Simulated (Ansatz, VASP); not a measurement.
**Cd3N2 in VASP and in Ansatz**

```
Cd N
1.0
    -2.16850    2.16850    4.93589
     2.16850   -2.16850    4.93589
     2.16850    2.16850   -4.93589
Cd N
3 2
Direct
  0.18696 0.18696 0.00000
  0.81304 0.81304 0.00000
  0.50000 0.50000 0.00000
  0.75000 0.25000 0.50000
  0.25000 0.75000 0.50000
```

Alike in both runs: functional PBE; k mesh 4 × 4 × 4; occupations gaussian, width 0.15 eV; no spin polarisation.

Ansatz relaxed the structure, and its values are those at the end. VASP's run is a single point on that final structure, the one shown.

|  | VASP | Ansatz |
| --- | --- | --- |
| version | VASP 6.6.1 | Ansatz 0.2.0 |
| potentials or method | VASP PAW PBE potentials, release 64 (Cd, N), cutoff 520 eV | scalar-relativistic, plane waves, PAW |
| valence electrons in the cell | 46 | 70 |

```tsv
	VASP	Ansatz	Ansatz less VASP
gap on the k mesh at the Fermi level (eV)	none	none	-
pressure (GPa)	0.4	-0.5	-0.93
rms of the force components (eV/Å)	0.045	0.008	-0.0372
```

A gap of «none» marks a metal or a gap that the smearing closes. The functional is the same, so the differences come from potentials, cutoffs and numerics. VASP's potentials hold 46 valence electrons a cell and Ansatz's 70, so a difference there can come from the potentials and not from the codes.

The k mesh is coarse, so the values compare programs but aren't converged.
